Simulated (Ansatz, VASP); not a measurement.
## One calculation of Si, two programs

```
Si
1.0
     0.00000    1.80898    1.80898
     1.80898    0.00000    1.80898
     1.80898    1.80898    0.00000
Si
1
Direct
  0.00000 0.00000 0.00000
```

Change from the starting cell: volume scaled by 0.816, to set the pressure.

Alike in both runs: task single point; functional PBE; k mesh 18 × 18 × 18; occupations fermi-dirac, width 0.1 eV; no spin polarisation.

```csv
,VASP,Ansatz
version,VASP 6.6.1,Ansatz 0.2.0
potentials or method,"VASP PAW PBE potentials, release 64 (Si)","PAW with Ansatz's default frozen-core files, scalar-relativistic"
plane-wave cutoff (eV),500,420
valence electrons in the cell,4,4
```

```tsv
	VASP	Ansatz	Ansatz less VASP
pressure (GPa)	25.5	25.6	+0.14
```
